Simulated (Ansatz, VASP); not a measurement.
## Two plane-wave programs on GaN

Contents of POSCAR:

```
GaN
1.0
    0.0000000000      2.1814686658      2.2152027174
    2.1814686658      0.0000000000      2.2152027174
    2.1814686658      2.1814686658      0.0000000000
Ga N
1 1
Direct
    0.0000000000      0.0000000000      0.0000000000
    0.7500000000      0.7500000000      0.7500000000
```

INCAR.step1

```
SYSTEM = GaN
PREC = Accurate
ENCUT = 520
ISMEAR = 0
SIGMA = 0.05
LREAL = .False.
LASPH = .True.
NELM = 100
NBANDS = 16
GGA = PE
ALGO = Normal
EDIFF = 1E-4
LWAVE = .True.
LCHARG = .False.
```

The input INCAR.step2:

```
SYSTEM = GaN
PREC = Accurate
ENCUT = 520
EDIFF = 1E-7
ISMEAR = 0
SIGMA = 0.05
LREAL = .False.
LASPH = .True.
NELM = 100
ALGO = Normal
ISIF = 2
LWAVE = .False.
LCHARG = .False.
METAGGA = R2SCAN
LMIXTAU = .True.
NBANDS = 16
ISTART = 1
```

KPOINTS

```
regular mesh
0
Gamma
  10 10 10
  0 0 0
```

Input for Ansatz:

```yaml
crystal:
  lattice:
    - [0.0, 2.1814686658, 2.2152027174]
    - [2.1814686658, 0.0, 2.2152027174]
    - [2.1814686658, 2.1814686658, 0.0]
  atoms:
    - { symbol: Ga, position: [0.0, 0.0, 0.0] }
    - { symbol: "N", position: [0.75, 0.75, 0.75] }
basis:
  ecutwfc: 500
kpoints:
  mp_grid: { grid: [10, 10, 10] }
hamiltonian:
  xc: r2scan
scf:
  occupations: { method: gaussian, width: 0.05 }
output:
  forces: true
  stress: true
  eigenvalues: true
```

Change from the starting cell: strain -0.030 along x and y, -0.015 along z, atoms carried along.

Alike in both runs: task single point; functional r2SCAN; k mesh 10 × 10 × 10; occupations gaussian, width 0.05 eV; no spin polarisation.

|  | VASP | Ansatz |
| --- | --- | --- |
| version | VASP 6.6.1 | Ansatz 0.2.0 |
| potentials or method | VASP PAW PBE potentials, release 64 (Ga_d, N), cutoff 520 eV | scalar-relativistic, plane waves, PAW |
| valence electrons in the cell | 18 | 18 |

VASP gave:

| Property | Result |
| --- | --- |
| gap on the k mesh at the Fermi level (eV) | 2.64 |
| least direct gap on the mesh (eV) | 2.64 |
| pressure (GPa) | 18.9 |
| traceless stress, the component that is largest in VASP (GPa) | -1.29 |

Problem. Which values does Ansatz return?

Solution. gap on the k mesh at the Fermi level (eV): 2.65; least direct gap on the mesh (eV): 2.65; pressure (GPa): 17.6; traceless stress, the component that is largest in VASP (GPa): -1.30.

VASP's potentials were made for PBE, not for r2SCAN. With one functional, cell and mesh, what is left measures potentials, basis and numerics.
